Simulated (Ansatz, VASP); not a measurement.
Zr4Cl: VASP beside Ansatz

```
Zr Cl
1.0
     4.82882    0.00000    0.00000
     0.00000    4.82882    0.00000
     0.00000    0.00000    4.82882
Zr Cl
4 1
Cartesian
  2.4144 0.0000 0.0000
  0.0000 2.4144 0.0000
  0.0000 0.0000 2.4144
  2.4144 2.4144 2.4144
  0.0000 0.0000 0.0000
```

Alike in both runs: task single point; functional PBE; k mesh 4 × 4 × 4; occupations gaussian, width 0.1 eV; collinear spin.

|  | VASP | Ansatz |
| --- | --- | --- |
| version | VASP 6.6.1 | Ansatz 0.2.0 |
| potentials or method | VASP PAW PBE potentials, release 64 (Zr_sv, Cl), cutoff 520 eV | scalar-relativistic, plane waves, PAW |
| valence electrons in the cell | 55 | 55 |

```csv
,VASP,Ansatz,Ansatz less VASP
gap on the k mesh at the Fermi level (eV),none,none,-
pressure (GPa),0.1,0.0,-0.12
net moment per atom (μB),0.00,0.00,0.000
```

A gap of «none» marks a metal or a gap that the smearing closes. Ansatz's warnings: seeded moment not kept.
